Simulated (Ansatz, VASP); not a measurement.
**One calculation of Li16H, two programs**

```
Li H
1.0
     6.98000    0.00000    0.00000
     0.00000    6.98000    0.00000
     0.00000    0.00000    6.98000
Li H
16 1
Direct
  0.99665 0.02205 0.00010
  0.51978 0.98261 0.00061
  0.99628 0.47581 0.00028
  0.00698 0.00716 0.49976
  0.25386 0.24966 0.22917
  0.51947 0.51413 0.00060
  0.48565 0.98752 0.50019
  0.72978 0.24878 0.26714
  0.00677 0.49102 0.49983
  0.24237 0.75035 0.24217
  0.25401 0.24948 0.77196
  0.48695 0.51106 0.50022
  0.76443 0.74959 0.26075
  0.72993 0.24876 0.73452
  0.24246 0.75029 0.75876
  0.76377 0.74957 0.73994
  0.12648 0.25054 0.99981
```

Alike in both runs: functional PBE; k mesh 3 × 3 × 3; occupations gaussian, width 0.1 eV; no spin polarisation.

Ansatz relaxed the structure, and its values are those at the end. VASP's run is a single point on that final structure, the one shown.

|  | VASP | Ansatz |
| --- | --- | --- |
| version | VASP 6.6.1 | Ansatz 0.2.0 |
| potentials or method | VASP PAW PBE potentials, release 64 (Li_sv, H), cutoff 520 eV | scalar-relativistic, plane waves, PAW |
| valence electrons in the cell | 49 | 49 |

|  | VASP | Ansatz | Ansatz less VASP |
| --- | --- | --- | --- |
| rms of the force components (eV/Å) | 0.008 | 0.008 | 0.0000 |

With one functional, cell and mesh, what is left measures potentials, basis and numerics.

Noted on VASP's run: the cutoff is short for stress, so the pressure is rough.
